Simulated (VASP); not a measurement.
## Sn: single point with PBE

Sn:

```xyz
2
Lattice="0.0000 3.3289 3.3289 3.3289 0.0000 3.3289 3.3289 3.3289 0.0000" Properties=species:S:1:pos:R:3 pbc="T T T"
Sn    3.3289    3.3289    3.3289
Sn    4.9934    4.9934    4.9934
```

This isn't the form of Sn at room conditions, which is tetragonal (white tin).

| Property | Result |
| --- | --- |
| Program | VASP 6.6.1 |
| Task | single point |
| Functional | PBE |
| Potentials or basis | VASP PAW PBE potentials, release 64 (Sn_d) |
| Cutoff | 520 eV |
| k mesh | 8 × 8 × 8 |
| Occupations | fermi-dirac, width 0.03 eV |
| Spin | no spin polarisation |

The pressure is -0.1 GPa and the band gap on the k mesh is zero (bands 14 and 15 overlap by 0.23 eV).

Levels at points of the mesh, in eV from the Fermi level:
| k point | band 10 | band 11 | band 12 | band 13 | band 14 | band 15 | band 16 | band 17 | band 18 | band 19 |
| --- | --- | --- | --- | --- | --- | --- | --- | --- | --- | --- |
| (0.00, 0.00, 0.00) | -21.14 | -10.01 | -1.05 | 0.19 | 0.19 | 0.19 | 2.25 | 2.25 | 2.25 | 5.07 |
| (0.50, 0.00, 0.00) | -21.10 | -8.53 | -5.92 | -0.90 | -0.90 | -0.04 | 3.30 | 3.30 | 5.79 | 8.29 |
| (0.50, 0.50, 0.00) | -21.08 | -7.16 | -7.16 | -2.11 | -2.11 | 1.01 | 1.01 | 7.35 | 7.35 | 8.87 |

It took 56 s on 1 thread of AMD EPYC 7R13 (shared host), peak memory 0.18 GiB.

Caveat: spin-orbit coupling is left out, which moves the levels of the heavy elements.
